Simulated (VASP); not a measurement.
Mg, 1 atom in the cell. It takes space group I4/mmm (No. 139, tetragonal). Conventional cell: a = 3.718 Å, b = 3.718 Å, c = 3.059 Å, α = 90.00°, β = 90.00°, γ = 90.00°. Mg (site symmetry 4/mmm) has 14 Mg at 3.04 to 3.72 Å within 4.0 Å.  This cell differs from its parent crystal: volume 21.138 Å^3 an atom, c/a of the conventional cell 0.8227.

```yaml
Program: VASP 6.6.1
Task: single point
Functional: PBE
Potentials_or_basis: VASP PAW PBE potentials, release 64 (Mg)
Cutoff: 520 eV
k_mesh: 20 × 20 × 20
Occupations: gaussian, width 0.15 eV
Spin: no spin polarisation
Dipole_correction: no
Further_INCAR_settings: ALGO = Normal; EDIFF = 1e-06; NBANDS = 7
```

Potentials or basis: VASP PAW PBE potentials, release 64 (Mg).

Command:

```sh
$ cat potpaw_PBE.64/Mg/POTCAR > POTCAR
$ mpirun -np 1 vasp_std > vasp.out
```

Hardware: 1 thread of Intel(R) Xeon(R) 6975P-C (Granite Rapids) (shared host).

How long does it take, and how much memory?

Wall time 15 s on 1 thread of Intel(R) Xeon(R) 6975P-C (Granite Rapids) (shared host), peak memory 0.21 GiB. Counts: scf iterations 9, k points 641.
